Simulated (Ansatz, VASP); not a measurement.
Two plane-wave programs on CaO

Contents of INCAR:

```
PREC     = Accurate       # precision mode
ENCUT    = 520            # plane-wave cutoff, eV
EDIFF    = 1E-6           # SCF threshold, eV
ISMEAR   = 0              # smearing method
SIGMA    = 0.02           # smearing width, eV
LREAL    = False          # projectors in reciprocal space
LASPH    = True           # aspherical terms in the spheres
NELM     = 60             # most SCF steps
ALGO     = Normal         # electronic algorithm
ISIF     = 2              # what is computed and relaxed
LWAVE    = False          # write WAVECAR
LCHARG   = False          # write CHGCAR
GGA      = PE             # functional
NBANDS   = 15             # bands
```

The input KPOINTS:

```
regular mesh
0
Gamma
  8 8 8
```

File POSCAR:

```
CaO
1.0
    0.0000000000      2.4389689807      2.4389689807
    2.4389689807      0.0000000000      2.4389689807
    2.4389689807      2.4389689807      0.0000000000
Ca O
1 1
Direct
    0.0000000000      0.0000000000      0.0000000000
    0.5000000000      0.5000000000      0.5000000000
```

Input for Ansatz:

```yaml
crystal:
  lattice:
    - [0.0, 2.4389689807, 2.4389689807]
    - [2.4389689807, 0.0, 2.4389689807]
    - [2.4389689807, 2.4389689807, 0.0]
  atoms:
    - { symbol: Ca, position: [0.0, 0.0, 0.0] }
    - { symbol: O, position: [0.5, 0.5, 0.5] }
basis:
  ecutwfc: 420
kpoints:
  mp_grid: { grid: [8, 8, 8] }
hamiltonian:
  xc: pbe
scf:
  occupations: { method: gaussian, width: 0.02 }
output:
  forces: true
  stress: true
  eigenvalues: true
```

Alike in both runs: task single point; functional PBE; k mesh 8 × 8 × 8; occupations gaussian, width 0.02 eV; no spin polarisation.

|  | VASP | Ansatz |
| --- | --- | --- |
| version | VASP 6.6.1 | Ansatz 0.2.0 |
| potentials or method | VASP PAW PBE potentials, release 64 (Ca_sv, O), cutoff 520 eV | scalar-relativistic, plane waves, PAW |
| valence electrons in the cell | 16 | 16 |

|  | VASP | Ansatz | Ansatz less VASP |
| --- | --- | --- | --- |
| gap on the k mesh at the Fermi level (eV) | 3.64 | 3.66 | +0.017 |
| least direct gap on the mesh (eV) | 4.02 | 4.04 | +0.018 |
| pressure (GPa) | -2.4 | -2.9 | -0.46 |

The functional is the same, so the differences come from potentials, cutoffs and numerics.
